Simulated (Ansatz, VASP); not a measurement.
CdPtC6N6 in VASP and in Ansatz

Contents of INCAR:

```
SYSTEM = CdPtC6N6
PREC = Accurate
ENCUT = 520
EDIFF = 1E-8
ISMEAR = -1
SIGMA = 0.05
LREAL = .False.
LASPH = .True.
NELM = 100
ALGO = Normal
ISIF = 2
LWAVE = .False.
LCHARG = .False.
GGA = PE
LEFG = .True.
NBANDS = 51
```

The input KPOINTS:

```
regular mesh
0
Gamma
  5 5 5
  0 0 0
```

POSCAR

```
CdPtC6N6
1.0
    0.0000000000      5.4730500000      5.4730500000
    5.4730500000      0.0000000000      5.4730500000
    5.4730500000      5.4730500000      0.0000000000
Cd Pt C N
1 1 6 6
Direct
    0.5000000000      0.5000000000      0.5000000000
    0.0000000000      0.0000000000      0.0000000000
    0.8144000000      0.1856000000      0.8144000000
    0.8144000000      0.1856000000      0.1856000000
    0.1856000000      0.8144000000      0.1856000000
    0.1856000000      0.8144000000      0.8144000000
    0.8144000000      0.8144000000      0.1856000000
    0.1856000000      0.1856000000      0.8144000000
    0.7142000000      0.2858000000      0.7142000000
    0.7142000000      0.2858000000      0.2858000000
    0.2858000000      0.7142000000      0.2858000000
    0.2858000000      0.7142000000      0.7142000000
    0.7142000000      0.7142000000      0.2858000000
    0.2858000000      0.2858000000      0.7142000000
```

Input for Ansatz:

```yaml
crystal:
  lattice:
    - [0.0, 5.47305, 5.47305]
    - [5.47305, 0.0, 5.47305]
    - [5.47305, 5.47305, 0.0]
  atoms:
    - { symbol: Cd, position: [0.5, 0.5, 0.5] }
    - { symbol: Pt, position: [0.0, 0.0, 0.0] }
    - { symbol: C, position: [0.8144, 0.1856, 0.8144] }
    - { symbol: C, position: [0.8144, 0.1856, 0.1856] }
    - { symbol: C, position: [0.1856, 0.8144, 0.1856] }
    - { symbol: C, position: [0.1856, 0.8144, 0.8144] }
    - { symbol: C, position: [0.8144, 0.8144, 0.1856] }
    - { symbol: C, position: [0.1856, 0.1856, 0.8144] }
    - { symbol: "N", position: [0.7142, 0.2858, 0.7142] }
    - { symbol: "N", position: [0.7142, 0.2858, 0.2858] }
    - { symbol: "N", position: [0.2858, 0.7142, 0.2858] }
    - { symbol: "N", position: [0.2858, 0.7142, 0.7142] }
    - { symbol: "N", position: [0.7142, 0.7142, 0.2858] }
    - { symbol: "N", position: [0.2858, 0.2858, 0.7142] }
kpoints:
  mp_grid: { grid: [5, 5, 5] }
scf:
  occupations: { method: fermi_dirac, width: 0.05 }
hamiltonian:
  xc: pbe
  pseudopotentials: { kind: paw }
output:
  forces: true
  stress: true
  populations: true
  efg:
    quadrupole_moments_barn: { "N": 0.02044 }
    contact_densities: true
  write_density: true
  write_potential: true
  elf: true
  volumetric_format: npy
```

Alike in both runs: task electric field gradients; functional PBE; k mesh 5 × 5 × 5; occupations fermi-dirac, width 0.05 eV; no spin polarisation.

|  | VASP | Ansatz |
| --- | --- | --- |
| version | VASP 6.6.1 | Ansatz 0.2.0 |
| potentials or method | VASP PAW PBE potentials, release 64 (Cd, Pt, C, N) | plane-wave PAW, scalar-relativistic |
| plane-wave cutoff (eV) | 520 | 420 |
| valence electrons in the cell | 76 | 92 |

```tsv
	VASP	Ansatz	Ansatz less VASP
gap on the k mesh at the Fermi level (eV)	5.47	5.51	+0.044
pressure (GPa)	9.9	9.0	-0.91
rms of the force components (eV/Å)	5.257	4.735	-0.5212
size of Vzz on the site where it differs most (V/Å²)	86.1	70.5	-15.59
```

Atom by atom the forces differ by 0.521 eV/Å (rms over components). VASP's potentials hold 76 valence electrons a cell and Ansatz's 92, so a difference there can come from the potentials and not from the codes. Ansatz's warnings: xc potential rough in thin density.

Neither program's run includes spin-orbit coupling. Noted on VASP's run: the standard files for N, O and F lose accuracy on very short bonds.
